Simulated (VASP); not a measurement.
Set up this calculation in VASP 6.6.1, as the native input.

- Task: single point
- Functional: PBEsol
- Potentials or basis: VASP PAW PBE potentials, release 64 (K_sv, Cl)
- Cutoff: 500 eV
- k mesh: 6 × 6 × 6
- Occupations: fermi-dirac, width 0.05 eV
- Spin: no spin polarisation
- Dipole correction: no
- Further INCAR settings: ALGO = Normal; EDIFF = 1e-06; NBANDS = 15

The structure of KCl (Sylvite) lies in POSCAR:

```
KCl
1.0
    0.0000000000      3.1464700000      3.2093994000
    3.1464700000      0.0000000000      3.2093994000
    3.1464700000      3.1464700000      0.0000000000
K Cl
1 1
Direct
    0.0000000000      0.0000000000      0.0000000000
    0.5000000000      0.5000000000      0.5000000000
```

One way to write it, as run:

INCAR

```
SYSTEM = KCl
PREC     = Accurate       ! precision mode
ENCUT    = 500            ! plane-wave cutoff, eV
EDIFF    = 1E-6           ! SCF threshold, eV
ISMEAR   = -1             ! smearing method
SIGMA    = 0.05           ! smearing width, eV
LREAL    = .FALSE.        ! projectors in reciprocal space
LASPH    = .TRUE.         ! aspherical terms in the spheres
NELM     = 120            ! most SCF steps
ALGO     = Normal         ! electronic algorithm
ISIF     = 2              ! what is computed and relaxed
LWAVE    = .FALSE.        ! write WAVECAR
LCHARG   = .FALSE.        ! write CHGCAR
GGA      = PS             ! functional
NBANDS   = 15             ! bands
GGA_COMPAT= .FALSE.
```

KPOINTS

```
regular mesh
0
G
  6 6 6
  0 0 0
```

Potentials or basis: VASP PAW PBE potentials, release 64 (K_sv, Cl).

Launch:

```bash
$ cat potpaw_PBE.64/K_sv/POTCAR potpaw_PBE.64/Cl/POTCAR > POTCAR
$ mpirun -np 1 vasp_std > vasp.out
```

It gave:

```json
{"Pressure": "-0.7 GPa", "Band gap on the k mesh": "4.96 eV, direct"}
```

Caveat: the PAW data sets were made with another functional, which shifts forces and pressure a little.

Wall time 11 s on 1 thread of Intel(R) Xeon(R) 6975P-C (Granite Rapids) (shared host), peak memory 0.19 GiB.
